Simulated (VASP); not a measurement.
Crystal: Ge.

```
Ge
1.0
     0.00000    2.88060    2.88060
     2.88060    0.00000    2.88060
     2.88060    2.88060    0.00000
Ge
2
Direct
  0.00000 0.00000 0.00000
  0.25000 0.25000 0.25000
```

```yaml
Program: VASP 6.6.1
Task: relaxation of cell and atoms
Functional: LDA
Potentials_or_basis: VASP PAW LDA potentials, release 64 (Ge_d)
Cutoff: 600 eV
k_mesh: 8 × 8 × 8
Occupations: fermi-dirac, width 0.02 eV
Spin: no spin polarisation
```

At the start: pressure -4.3 GPa; volume 23.90 Å³/atom.

**Question.** Where does the relaxation end?

**Answer.** Over 7 steps the energy falls by 23.7 meV/atom and the volume is 22.25 Å³/atom (-6.9 %); space group Fd-3m (No. 227, to 0.1 Å) before and after.

Step by step:
```
step  energy change (eV)  largest force (eV/Å)  pressure (GPa)  volume (Å³)
   1              0.0000                0.0000           -4.32        47.81
   2             -0.0423                0.0000            1.40        43.48
   3             -0.0473                0.0000            0.15        44.44
   4             -0.0473                0.0000           -0.29        44.54
   5             -0.0473                0.0000           -0.16        44.53
   6             -0.0473                0.0000           -0.04        44.51
   7             -0.0473                0.0000            0.00        44.50
```

Final structure:
```
Ge
1.0
     0.00000    2.81269    2.81269
     2.81269    0.00000    2.81269
     2.81269    2.81269    0.00000
Ge
2
Direct
  0.00000 0.00000 0.00000
  0.25000 0.25000 0.25000
```
